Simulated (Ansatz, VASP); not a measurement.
**One calculation of Tl, two programs**

The input INCAR:

```
SYSTEM = Tl
PREC = Accurate
ENCUT = 520
EDIFF = 1E-6
ISMEAR = -1
SIGMA = 0.05
LREAL = .FALSE.
LASPH = .TRUE.
NELM = 100
ALGO = Normal
ISIF = 2
LWAVE = .FALSE.
LCHARG = .FALSE.
NBANDS = 12
```

KPOINTS

```
Automatic mesh
0
G
  13 13 13
  0 0 0
```

Contents of POSCAR:

```
Tl
1.0
   -1.9021800000      1.9021800000      1.9410000000
    1.9021800000     -1.9021800000      1.9410000000
    1.9021800000      1.9021800000     -1.9410000000
Tl
1
Direct
    0.0000000000      0.0000000000      0.0000000000
```

Input for Ansatz:

```yaml
crystal:
  lattice:
    - [-1.90218, 1.90218, 1.941]
    - [1.90218, -1.90218, 1.941]
    - [1.90218, 1.90218, -1.941]
  atoms:
    - { symbol: Tl, position: [0.0, 0.0, 0.0] }
kpoints:
  mp_grid: { grid: [13, 13, 13] }
  band_path:
    path:
      - [0.0, 0.0, 0.0]
      - [0.0, 0.0, 0.5]
      - [0.25, 0.25, 0.25]
      - [0.0, 0.5, 0.0]
      - [0.0, 0.0, 0.0]
      - [0.5, 0.5, -0.5]
      - [0.4901, 0.5099, -0.4901]
      - [-0.4901, 0.4901, 0.4901]
      - [0.0, 0.0, 0.0]
    npoints: 5
scf:
  occupations: { method: fermi_dirac, width: 0.05 }
hamiltonian:
  xc: lda
  pseudopotentials: { kind: all_electron, lapw: { basis_error: 0.00025 } }
output:
  forces: true
  stress: true
  eigenvalues: true
```

Change from the starting cell: equal xx and yy strain of -2 %.

Alike in both runs: task single point; functional LDA; k mesh 13 × 13 × 13; occupations fermi-dirac, width 0.05 eV; no spin polarisation.

|  | VASP | Ansatz |
| --- | --- | --- |
| version | VASP 6.6.1 | Ansatz 0.2.0 |
| potentials or method | VASP PAW LDA potentials, release 64 (Tl_d), cutoff 520 eV | all-electron LAPW, scalar-relativistic |

Ansatz gave:

| Item | Value |
| --- | --- |
| pressure (GPa) | -1.2 |
| traceless stress, the component that is largest in VASP (GPa) | 0.26 |

Problem. Estimate VASP's values.

Solution. Pressure (GPa): -1.1; traceless stress, the component that is largest in VASP (GPa): 0.27.

LDA's correlation is that of Perdew and Zunger in VASP and of Perdew and Wang (1992) in Ansatz. Ansatz ran all-electron here, and VASP with PAW potentials.

Neither program's run includes spin-orbit coupling.
